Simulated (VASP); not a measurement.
# CuO (Pm-3m) in VASP: settings compared, part 3 of 3

VASP 6.6.1.

### Step 5. Single point, PBE+U

This run uses another cell than the first one, of 9.44 Å³/atom.

File INCAR:

```
PREC = Accurate
ENCUT = 820
EDIFF = 1E-6
ISMEAR = -1
SIGMA = 0.05
LREAL = False
LASPH = True
NELM = 200
ALGO = Normal
ISIF = 2
LWAVE = False
LCHARG = True
LMAXMIX = 4
LDAU = True
LDAUTYPE = 2
LDAUL = 2 -1
LDAUU = 6 0
LDAUJ = 0 0
LDAUPRINT = 1
GGA = PE
LELF = True
LVHAR = True
NBANDS = 20
GGA_COMPAT = False
```

File KPOINTS:

```
Automatic mesh
0
Gamma
  10 10 10
```

File POSCAR:

```
CuO
1.0
    2.6624128204      0.0000000000      0.0000000000
    0.0000000000      2.6624128204      0.0000000000
    0.0000000000      0.0000000000      2.6624128204
Cu O
1 1
Direct
    0.0000000000      0.0000000000      0.0000000000
    0.5000000000      0.5000000000      0.5000000000
```

Potentials or basis: VASP PAW PBE potentials, release 64 (Cu_sv_GW, O).

Run with:

```bash
$ cat potpaw_PBE.64/Cu_sv_GW/POTCAR potpaw_PBE.64/O/POTCAR > POTCAR
$ mpirun -np 1 vasp_std > vasp.out
```

OUTCAR:

```text
PREC = Accurate
   ENCUT = 820
   EDIFF = 1E-6
   ISMEAR = -1
   LREAL = False
   LASPH = True
   NELM = 200
   ISIF = 2
   GGA = PE

 ion  position               nearest neighbor table
   1  0.000  0.000  0.000-   2 2.31   2 2.31   2 2.31   2 2.31   2 2.31   2 2.31   2 2.31   2 2.31

   2  0.500  0.500  0.500-   1 2.31   1 2.31   1 2.31   1 2.31   1 2.31   1 2.31   1 2.31   1 2.31

  LATTYP: Found a simple cubic cell.
 ALAT       =     2.6624128204

  Lattice vectors:

 A1 = (   2.6624128204,   0.0000000000,   0.0000000000)
 A2 = (   0.0000000000,   2.6624128204,   0.0000000000)
 A3 = (   0.0000000000,   0.0000000000,   2.6624128204)

Analysis of symmetry for initial positions (statically):
=====================================================================
 Subroutine PRICEL returns:
 Original cell was already a primitive cell.

 Routine SETGRP: Setting up the symmetry group for a
 simple cubic supercell.

 Subroutine GETGRP returns: Found 48 space group operations
 (whereof 48 operations were pure point group operations)
 out of a pool of 48 trial point group operations.

The static configuration has the point symmetry O_h .
[... 194 lines left out ...]
  free energy    TOTEN  =        -6.01609777 eV

  energy without entropy =       -5.98337273  energy(sigma->0) =       -5.99973525

 E-fermi :   5.2403     XC(G=0): -12.9091

 val. band max:        5.2314734816   @ k =   0.4000   0.4000   0.2000
 cond. band min:       5.2520672369   @ k =   0.5000   0.3000   0.1000
 fundamental gap:      0.0205937553
 Fermi energy:         5.2403369798

 k-point     1 :       0.0000    0.0000    0.0000
  band No.  band energies     occupation
      1    -104.6579      2.00000
      2     -62.0767      2.00000
      3     -62.0767      2.00000
      4     -62.0767      2.00000
      5     -13.3758      2.00000
      6       1.5839      2.00000
[... 541 lines left out ...]
     19      30.8783      0.00000
     20      30.8940      0.00000

 [... further k-points ...]

------------------------ aborting loop because EDIFF is reached ----------------------------------------

  FORCE on cell =-STRESS in cart. coord.  units (eV):
  Direction    XX          YY          ZZ          XY          YZ          ZX
  --------------------------------------------------------------------------------------
  -------------------------------------------------------------------------------------
  Total       -0.6488940     -0.6488940     -0.6488940     -0.0000000     -0.0000000      0.0000000
  in kB      -55.0881470    -55.0881470    -55.0881470     -0.0000000     -0.0000000      0.0000000
  external PRESSURE =     -55.0881470 kB  Pullay stress =       0.0000000 kB

 VOLUME and BASIS-vectors are now :
 -----------------------------------------------------------------------------
  energy-cutoff  :      820.00
  volume of cell :       18.87
      direct lattice vectors                 reciprocal lattice vectors
     2.662412820  0.000000000  0.000000000     0.375599153  0.000000000  0.000000000
     0.000000000  2.662412820  0.000000000     0.000000000  0.375599153  0.000000000
     0.000000000  0.000000000  2.662412820     0.000000000  0.000000000  0.375599153

 POSITION                                       TOTAL-FORCE (eV/Angst)
 -----------------------------------------------------------------------------------
      0.00000      0.00000      0.00000         0.000000      0.000000      0.000000
      1.33121      1.33121      1.33121         0.000000      0.000000      0.000000
 -----------------------------------------------------------------------------------
    total drift:                               -0.000000      0.000000      0.000000

  FREE ENERGIE OF THE ION-ELECTRON SYSTEM (eV)
  ---------------------------------------------------
  free  energy   TOTEN  =        -6.0160977694 eV

  energy  without entropy=       -5.9833727281  energy(sigma->0) =       -5.99973525
```

OSZICAR:

```text
N       E                     dE             d eps       ncg     rms          rms(c)
DAV:   1     0.368563370890E+03    0.36856E+03   -0.19452E+04  3176   0.478E+03
DAV:   2     0.154240687768E+02   -0.35314E+03   -0.33975E+03  3468   0.105E+03
DAV:   3    -0.720701180794E+01   -0.22631E+02   -0.22440E+02  3540   0.280E+02
DAV:   4    -0.763451133291E+01   -0.42750E+00   -0.42728E+00  3156   0.256E+01
DAV:   5    -0.764343634189E+01   -0.89250E-02   -0.89245E-02  2928   0.334E+00    0.894E+00
DAV:   6    -0.800252406532E+01   -0.35909E+00   -0.10750E+01  3888   0.208E+02    0.107E+01
DAV:   7    -0.601324159527E+01    0.19893E+01   -0.71510E+00  3348   0.176E+02    0.171E+00
DAV:   8    -0.601813750147E+01   -0.48959E-02   -0.25102E-01  3552   0.107E+01    0.879E-01
DAV:   9    -0.601581672247E+01    0.23208E-02   -0.10489E-02  3448   0.301E+00    0.181E-01
DAV:  10    -0.601624360848E+01   -0.42689E-03   -0.10164E-03  3564   0.984E-01    0.852E-02
DAV:  11    -0.601609903915E+01    0.14457E-03   -0.43764E-04  3740   0.759E-01    0.159E-02
DAV:  12    -0.601609662181E+01    0.24173E-05   -0.13217E-05  3104   0.213E-01    0.471E-03
DAV:  13    -0.601609788517E+01   -0.12634E-05   -0.15284E-06  1528   0.540E-02    0.408E-03
DAV:  14    -0.601609776943E+01    0.11574E-06   -0.12465E-06  1416   0.693E-02
   1 F= -.60160978E+01 E0= -.59997352E+01  d E =-.327250E-01
```

Wall time 29 s (1 thread of Intel Xeon Platinum 8488C (Sapphire Rapids), shared host); peak memory 0.2 GiB.

Results:

```yaml
Free_energy: -6.0161 eV
Pressure: -5.5 GPa
Band_gap_on_the_k_mesh: zero (an odd number of electrons rules out a gap without spin polarisation)
```

Eigenvalues of the final occupation matrices:
```
    site  spin  trace               eigenvalues
site 1 d     1   4.55  0.89 0.89 0.89 0.94 0.94
site 1 d     2   4.55  0.89 0.89 0.89 0.94 0.94
```

Caveat: the cell stands under tension; an odd number of electrons without spin polarisation forces a metal; a magnetic or distorted state may lie lower; U without spin polarisation on a metal has little footing.

### Step 6. Overview

| task | level | potentials or basis | U | cell | cutoff (eV) | gap on the mesh (eV) | pressure (GPa) | relaxed volume (Å³/atom) |
| --- | --- | --- | --- | --- | --- | --- | --- | --- |
| relaxation of cell and atoms | PBE+U | VASP PAW PBE potentials, release 64 (Cu, O) | Cu d U = 6.0 eV | relaxed from a = 2.553 Å, 2 atoms | 600 | none | 0.1 | 8.97 |
| relaxation of cell and atoms | PBE+U | VASP PAW PBE potentials, release 64 (Cu, O) | Cu d U = 8.0 eV | relaxed from a = 2.553 Å, 2 atoms | 600 | none | 0.1 | 8.91 |
| single point | PBE | VASP PAW PBE potentials, release 64 (Cu, O) | - | a = 2.500 Å, 2 atoms | 600 | none | 39.9 | - |
| single point | PBE+U | VASP PAW PBE potentials, release 64 (Cu_sv_GW, O) | Cu d U = 6.0 eV | a = 2.662 Å, 2 atoms | 820 | none | -5.5 | - |

Alike in all rows: no spin polarisation; k mesh 10 × 10 × 10; smearing fermi-dirac 0.05 eV.

Caveats: an odd number of electrons without spin polarisation forces a metal; a magnetic or distorted state may lie lower; U without spin polarisation on a metal has little footing (at least some runs); the cell stands under pressure (at least some runs); semilocal functionals often make such compounds metallic where correlation or magnetic order opens a gap, which also shifts bond lengths (at least some runs); the cell stands under tension (at least some runs).

Absolute energies hang on the potentials; compare differences alone.

The gap in the log of VASP goes by the Fermi energy; the results here count the filled bands.